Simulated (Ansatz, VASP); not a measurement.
## SnW in VASP and in Ansatz

```xyz
2
Lattice="0.0000 2.7708 2.7708 2.7708 0.0000 2.7708 2.7708 2.7708 0.0000" Properties=species:S:1:pos:R:3 pbc="T T T"
Sn    2.7708    2.7708    2.7708
W     0.0000    0.0000    0.0000
```

Change from the starting cell: species swapped into the PrBi type (Fm-3m, No. 225).

Alike in both runs: functional PBE; k mesh 6 × 6 × 6; occupations gaussian, width 0.1 eV; no spin polarisation.

Ansatz relaxed the structure, and its values are those at the end. VASP's run is a single point on that final structure, the one shown.

```csv
,VASP,Ansatz
version,VASP 6.6.1,Ansatz 0.2.0
potentials or method,"VASP PAW PBE potentials, release 64 (Sn_d, W_sv), cutoff 520 eV","scalar-relativistic, plane waves, PAW"
valence electrons in the cell,28,28
```

Ansatz gave:

* gap on the k mesh at the Fermi level (eV): none
* pressure (GPa): 0.0

Q: Estimate VASP's values.

A: gap on the k mesh at the Fermi level (eV): none; pressure (GPa): 0.1.

A gap of «none» marks a metal or a gap that the smearing closes.

Spin-orbit coupling is off throughout.
